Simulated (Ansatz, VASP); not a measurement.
TiAl: VASP beside Ansatz

```
Ti Al
1.0
     2.86726    0.00000    0.00000
    -1.43363    2.48312    0.00000
     0.00000    0.00000    4.67808
Ti Al
1 1
Direct
  0.00000 0.00000 0.00534
  0.33333 0.66667 0.50000
```

Change from the starting cell: all Ti atoms moved +0.025 Å, as atom 1 along Cartesian [0 0 1].

Alike in both runs: task single point; functional PBEsol; k mesh 18 × 18 × 10; occupations gaussian, width 0.15 eV; no spin polarisation.

```csv
,VASP,Ansatz
version,VASP 6.6.1,Ansatz 0.2.0
potentials or method,"VASP PAW PBE potentials, release 64 (Ti_sv, Al), cutoff 520 eV","scalar-relativistic, plane waves, PAW"
valence electrons in the cell,15,15
```

```csv
,VASP,Ansatz,Ansatz less VASP
gap on the k mesh at the Fermi level (eV),none,none,-
pressure (GPa),-2.8,-2.8,+0.01
"traceless stress, the component that is largest in VASP (GPa)",-0.85,-0.92,-0.066
rms of the force components (eV/Å),0.096,0.096,-0.0003
```

VASP's potentials were made for PBE, not for PBEsol. Atom by atom the forces differ by 0.000 eV/Å (rms over components). A gap of «none» marks a metal or a gap that the smearing closes.
